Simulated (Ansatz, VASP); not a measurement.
**Two plane-wave programs on Ta2N**

The input INCAR:

```
SYSTEM = Ta2N
  PREC = Accurate
  ENCUT = 520
  EDIFF = 1E-7
  ISMEAR = 0
  SIGMA = 0.15
  LREAL = .False.
  LASPH = .True.
  NELM = 80
  ALGO = Normal
  ISIF = 2
  LWAVE = .False.
  LCHARG = .True.
  LELF = .True.
  LVHAR = .True.
  NBANDS = 20
```

KPOINTS

```
regular mesh
0
Gamma
  18 18 10
  0 0 0
```

The input POSCAR:

```
Ta2N
1.0
    3.1168933658      0.0000000000      0.0000000000
   -1.5584466829      2.6993088357      0.0000000000
    0.0000000000      0.0000000000      4.6195476575
Ta N
2 1
Direct
    0.6666666667      0.3333333333      0.7466885012
    0.3333333333      0.6666666667      0.2533114988
    0.0000000000      0.0000000000      0.0000000000
```

Input for Ansatz:

```yaml
crystal:
  lattice:
    - [3.1168933658, 0.0, 0.0]
    - [-1.5584466829, 2.6993088357, 0.0]
    - [0.0, 0.0, 4.6195476575]
  atoms:
    - { symbol: Ta, position: [0.6666666667, 0.3333333333, 0.7466885012] }
    - { symbol: Ta, position: [0.3333333333, 0.6666666667, 0.2533114988] }
    - { symbol: "N", position: [0.0, 0.0, 0.0] }
basis:
  ecutwfc: 520.0
kpoints:
  mp_grid: { grid: [18, 18, 10] }
hamiltonian:
  xc: lda
  pseudopotentials: { kind: paw, azcp: { folder: soft_1 } }
scf:
  occupations: { method: gaussian, width: 0.15 }
output:
  forces: true
  stress: true
  eigenvalues: true
```

Alike in both runs: task single point; functional LDA; k mesh 18 × 18 × 10; occupations gaussian, width 0.15 eV; no spin polarisation.

|  | VASP | Ansatz |
| --- | --- | --- |
| version | VASP 6.6.1 | Ansatz 0.2.0 |
| potentials or method | VASP PAW LDA potentials, release 64 (Ta_pv, N), cutoff 520 eV | scalar-relativistic, plane waves, PAW |
| valence electrons in the cell | 27 | 31 |

```tsv
	VASP	Ansatz	Ansatz less VASP
gap on the k mesh at the Fermi level (eV)	none	none	-
pressure (GPa)	2.0	0.4	-1.56
traceless stress, the component that is largest in VASP (GPa)	8.80	8.86	+0.061
rms of the force components (eV/Å)	0.160	0.184	+0.0246
```

Ansatz warns that its potentials were made for another functional, while VASP's fit it. LDA's correlation is that of Perdew and Zunger in VASP and of Perdew and Wang (1992) in Ansatz. Atom by atom the forces differ by 0.025 eV/Å (rms over components). A gap of «none» marks a metal or a gap that the smearing closes. VASP's potentials hold 27 valence electrons a cell and Ansatz's 31, so a difference there can come from the potentials and not from the codes.

Neither program's run includes spin-orbit coupling.
